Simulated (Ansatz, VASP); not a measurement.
**Two plane-wave programs on SnO**

Contents of INCAR:

```
SYSTEM = SnO
PREC = Accurate
ENCUT = 520
EDIFF = 1E-6
ISMEAR = -1
SIGMA = 0.05
LREAL = .FALSE.
LASPH = .TRUE.
NELM = 100
ALGO = Normal
ISIF = 2
LWAVE = .FALSE.
LCHARG = .FALSE.
GGA = PE
IVDW = 12
NBANDS = 28
```

The input KPOINTS:

```
Automatic mesh
0
G
  7 7 6
  0 0 0
```

The input POSCAR:

```
SnO
1.0
    3.7358428604      0.0000000000      0.0000000000
    0.0000000000      3.7358428604      0.0000000000
    0.0000000000      0.0000000000      4.7871523832
Sn O
2 2
Direct
    0.5000000000      0.0000000000      0.7646261400
    0.0000000000      0.5000000000      0.2353738600
    0.0000000000      0.0000000000      0.0000000000
    0.5000000000      0.5000000000      0.0000000000
```

input.yaml

```yaml
crystal:
  lattice:
    - [3.7358428604, 0.0, 0.0]
    - [0.0, 3.7358428604, 0.0]
    - [0.0, 0.0, 4.7871523832]
  atoms:
    - { symbol: Sn, position: [0.5, 0.0, 0.76462614] }
    - { symbol: Sn, position: [0.0, 0.5, 0.23537386] }
    - { symbol: O, position: [0.0, 0.0, 0.0] }
    - { symbol: O, position: [0.5, 0.5, 0.0] }
hamiltonian:
  xc: pbe
  pseudopotentials: { kind: paw }
  dispersion: d3bj
kpoints:
  mp_grid: { grid: [7, 7, 6] }
scf:
  occupations: { method: fermi_dirac, width: 0.05 }
output:
  forces: true
  stress: true
  eigenvalues: true
  write_density: true
  write_potential: true
  elf: true
  volumetric_format: npy
```

Alike in both runs: task single point; functional PBE; dispersion D3(BJ); k mesh 7 × 7 × 6; occupations fermi-dirac, width 0.05 eV; no spin polarisation.

|  | VASP | Ansatz |
| --- | --- | --- |
| version | VASP 6.6.1 | Ansatz 0.2.0 |
| potentials or method | VASP PAW PBE potentials, release 64 (Sn_d, O) | Ansatz PAW |
| plane-wave cutoff (eV) | 520 | 420 |
| valence electrons in the cell | 40 | 40 |

Ansatz gave:

- gap on the k mesh at the Fermi level (eV): 0.14
- least direct gap on the mesh (eV): 2.05
- pressure (GPa): 8.2
- traceless stress, the component that is largest in VASP (GPa): -1.80
- rms of the force components (eV/Å): 0.546

Task: Which values does VASP return?

Result: gap on the k mesh at the Fermi level (eV): 0.16; least direct gap on the mesh (eV): 2.02; pressure (GPa): 8.6; traceless stress, the component that is largest in VASP (GPa): -1.79; rms of the force components (eV/Å): 0.587.

Atom by atom the forces differ by 0.042 eV/Å (rms over components).

Noted on Ansatz's run: odd divisions of the mesh miss points on the zone boundary, where band edges often lie, so the gap on the mesh can be too wide.
